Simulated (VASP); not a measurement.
Crystal: Tb.

```
CELL_PARAMETERS angstrom
3.60100 0.00000 0.00000
-1.80050 3.11856 0.00000
0.00000 0.00000 5.69360
ATOMIC_POSITIONS crystal
Tb 0.66667 0.33333 0.75000
Tb 0.33333 0.66667 0.25000
```

Base run:

```yaml
Program: VASP 6.6.1
Functional: PBE
Potentials_or_basis: VASP PAW PBE potentials, release 64 (Tb)
Cutoff: 520 eV
k_mesh: 9 × 9 × 5
Occupations: fermi-dirac, width 0.05 eV
Spin: collinear spin, ferromagnetic start
Starting_moments: "[7.5, 7.5] μB"
```

Its results: pressure 0.6 GPa; net moment 11.99 μB per cell; site moments Tb +5.74 μB.

The run is repeated on the same cell with these changes: functional from PBE to LDA; moments at the start from [7.5, 7.5] to [6.0, 6.0]. What comes out?

Pressure -6.1 GPa; net moment 11.83 μB per cell; site moments Tb +5.71 μB.

Caveats: the magnetic or orbital state may not be the lowest; the PAW data sets were made with another functional, which shifts forces and pressure a little (some runs).
